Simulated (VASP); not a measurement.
Set up this calculation in VASP 6.6.1, as the native input.

* Task: single point
* Functional: PBE
* Potentials or basis: VASP PAW PBE potentials, release 64 (Al, N)
* Cutoff: 520 eV
* k mesh: 9 × 9 × 6
* Occupations: gaussian, width 0.05 eV
* Spin: no spin polarisation
* Dipole correction: no
* Further INCAR settings: ALGO = Normal; EDIFF = 1e-07; NBANDS = 16

The structure of AlN lies in POSCAR:

```
AlN
1.0
    3.2581442357      0.0000000000      0.0000000000
   -1.6290721178      2.8216356773      0.0000000000
    0.0000000000      0.0000000000      4.1176574847
Al N
2 2
Direct
    0.3333333333      0.6666666667      0.7805460420
    0.6666666667      0.3333333333      0.2805460420
    0.3333333333      0.6666666667      0.1911594770
    0.6666666667      0.3333333333      0.6911594770
```

These files were run (other wordings do the same):

INCAR

```
PREC     = Accurate       # precision mode
ENCUT    = 520            # plane-wave cutoff, eV
EDIFF    = 1E-7           # SCF threshold, eV
ISMEAR   = 0              # smearing method
SIGMA    = 0.05           # smearing width, eV
LREAL    = False          # projectors in reciprocal space
LASPH    = True           # aspherical terms in the spheres
NELM     = 100            # most SCF steps
ALGO     = Normal         # electronic algorithm
ISIF     = 2              # what is computed and relaxed
LWAVE    = False          # write WAVECAR
LCHARG   = True           # write CHGCAR
GGA      = PE             # functional
LELF     = True           # ELF
LVHAR    = True         
NBANDS   = 16             # bands
```

KPOINTS

```
Automatic mesh
0
Gamma
  9 9 6
```

Potentials or basis: VASP PAW PBE potentials, release 64 (Al, N).

The run is started by

```sh
$ cat potpaw_PBE.64/Al/POTCAR potpaw_PBE.64/N/POTCAR > POTCAR
$ mpirun -np 1 vasp_std > vasp.out
```

It gave:

```json
{
  "Pressure": "28.2 GPa",
  "Largest force": "4.062 eV/Å",
  "Band gap on the k mesh": "4.17 eV, direct"
}
```

Caveat: forces of over 1 eV/Å act on the atoms, so gaps and moduli don't describe the material at rest.

Run time: 8.8 s on 1 thread of Intel(R) Xeon(R) 6975P-C (Granite Rapids), on a shared host, peak memory 0.15 GiB.
